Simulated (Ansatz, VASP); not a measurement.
K: VASP beside Ansatz

```
CELL_PARAMETERS angstrom
0.00000 3.00072 3.00072
3.00072 0.00000 3.00072
3.00072 3.00072 0.00000
ATOMIC_POSITIONS crystal
K 0.00000 0.00000 0.00000
```

Change from the starting cell: volume scaled by 0.84, LAPW.

Alike in both runs: task single point; functional LDA; k mesh 12 × 12 × 12; occupations fermi-dirac, width 0.08 eV; no spin polarisation.

|  | VASP | Ansatz |
| --- | --- | --- |
| version | VASP 6.6.1 | Ansatz 0.2.0 |
| potentials or method | VASP PAW LDA potentials, release 64 (K_sv), cutoff 520 eV | all-electron LAPW, scalar-relativistic |

```tsv
	VASP	Ansatz	Ansatz less VASP
pressure (GPa)	1.1	1.1	+0.01
```

LDA's correlation is that of Perdew and Zunger in VASP and of Perdew and Wang (1992) in Ansatz. Ansatz ran all-electron here, and VASP with PAW potentials.
